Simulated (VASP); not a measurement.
Write the native input for VASP 6.6.1 that does the following.

| Quantity | Value |
| --- | --- |
| Task | single point |
| Functional | PBE |
| Potentials or basis | VASP PAW PBE potentials, release 64 (La, O) |
| Cutoff | 520 eV |
| k mesh | 8 × 8 × 5 |
| Occupations | fermi-dirac, width 0.05 eV |
| Spin | no spin polarisation |
| Dipole correction | no |
| k mesh for the DOS | 12 × 12 × 8 |
| Occupations for the DOS | tetrahedron |
| Further INCAR settings | ALGO = Normal; EDIFF = 1e-06; NBANDS = 28 |

The system is La2O3.

```xyz
5
Lattice="3.9308 0.0000 0.0000 -1.9654 3.4042 0.0000 0.0000 0.0000 6.1120" Properties=species:S:1:pos:R:3 pbc="T T T"
La    0.0000    2.2694    1.5050
La    1.9654    1.1347    4.6070
O     0.0000    0.0000    0.0000
O     0.0000    2.2694    3.9477
O     1.9654    1.1347    2.1643
```

The input as run:

POSCAR

```
La2O3
1.0
    3.9307778780      0.0000000000      0.0000000000
   -1.9653889390      3.4041534990      0.0000000000
    0.0000000000      0.0000000000      6.1119535200
La O
2 3
Direct
    0.3333333333      0.6666666667      0.2462356800
    0.6666666667      0.3333333333      0.7537643200
    0.0000000000      0.0000000000      0.0000000000
    0.3333333333      0.6666666667      0.6458906500
    0.6666666667      0.3333333333      0.3541093500
```

INCAR.step1

```
SYSTEM = La2O3
PREC = Accurate
ENCUT = 520
EDIFF = 1E-6
ISMEAR = -1
SIGMA = 0.05
LREAL = .False.
LASPH = .True.
NELM = 100
ALGO = Normal
ISIF = 2
LWAVE = .False.
LCHARG = .True.
LMAXMIX = 6
GGA = PE
NBANDS = 28
```

KPOINTS.step1

```
Automatic mesh
0
Gamma
  8 8 5
  0 0 0
```

INCAR.step2

```
SYSTEM = La2O3
PREC = Accurate
ENCUT = 520
EDIFF = 1E-6
ISMEAR = -5
SIGMA = 0.05
LREAL = .False.
LASPH = .True.
NELM = 100
ALGO = Normal
ISIF = 2
LWAVE = .False.
LCHARG = .False.
LMAXMIX = 6
GGA = PE
LORBIT = 10
NBANDS = 28
NEDOS = 1001
ICHARG = 11
```

KPOINTS.step2

```
Automatic mesh
0
Gamma
  12 12 8
  0 0 0
```

Potentials or basis: VASP PAW PBE potentials, release 64 (La, O).

Launch:

```sh
$ cat potpaw_PBE.64/La/POTCAR potpaw_PBE.64/O/POTCAR > POTCAR
$ cp INCAR.step1 INCAR
$ cp KPOINTS.step1 KPOINTS
$ mpirun -np 1 vasp_std > vasp.out
$ cp INCAR.step2 INCAR
$ cp KPOINTS.step2 KPOINTS
$ mpirun -np 1 vasp_std > vasp.out
```

Results of the run:

The valence electrons inside the program's atomic spheres are La 8.61; O 4.94, 5.04 (each value once).

Run time: 3.8 min on 1 thread of AMD EPYC 9R45 96-Core Processor (Zen 5) (shared host), peak memory 0.38 GiB.
